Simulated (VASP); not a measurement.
The system is Mo.

```
Mo
1.0
    -1.57342    1.57342    1.57342
     1.57342   -1.57342    1.57342
     1.57342    1.57342   -1.57342
Mo
1
Direct
  0.00000 0.00000 0.00000
```

```yaml
Program: VASP 6.6.1
Task: relaxation of cell and atoms
Functional: PBE
Potentials_or_basis: VASP PAW PBE potentials, release 64 (Mo_sv)
Cutoff: 600 eV
k_mesh: 18 × 18 × 18
Occupations: gaussian, width 0.1 eV
Spin: no spin polarisation
```

At the start: pressure 3.9 GPa; volume 15.58 Å³/atom.

Question: Where does the relaxation end?

Answer: Over 4 steps the energy falls by 2.7 meV/atom and the volume is 15.81 Å³/atom (+1.4 %); space group Im-3m (No. 229, to 0.05 Å).

Step by step:
| step | energy change (eV) | largest force (eV/Å) | pressure (GPa) | volume (Å³) |
| --- | --- | --- | --- | --- |
| 1 | 0.0000 | 0.0000 | 3.89 | 15.58 |
| 2 | 0.0170 | 0.0000 | -9.49 | 16.45 |
| 3 | -0.0027 | 0.0000 | -0.05 | 15.81 |
| 4 | -0.0027 | 0.0000 | -0.02 | 15.81 |

Final structure:
```cif
data_structure
_symmetry_space_group_name_H-M 'P 1'
_symmetry_Int_Tables_number 1
_cell_length_a 2.7383
_cell_length_b 2.7383
_cell_length_c 2.7383
_cell_angle_alpha 109.471
_cell_angle_beta 109.471
_cell_angle_gamma 109.471
_cell_volume 15.81
loop_
_atom_site_label
_atom_site_type_symbol
_atom_site_fract_x
_atom_site_fract_y
_atom_site_fract_z
_atom_site_occupancy
Mo1 Mo 0.00000 0.00000 0.00000 1
```
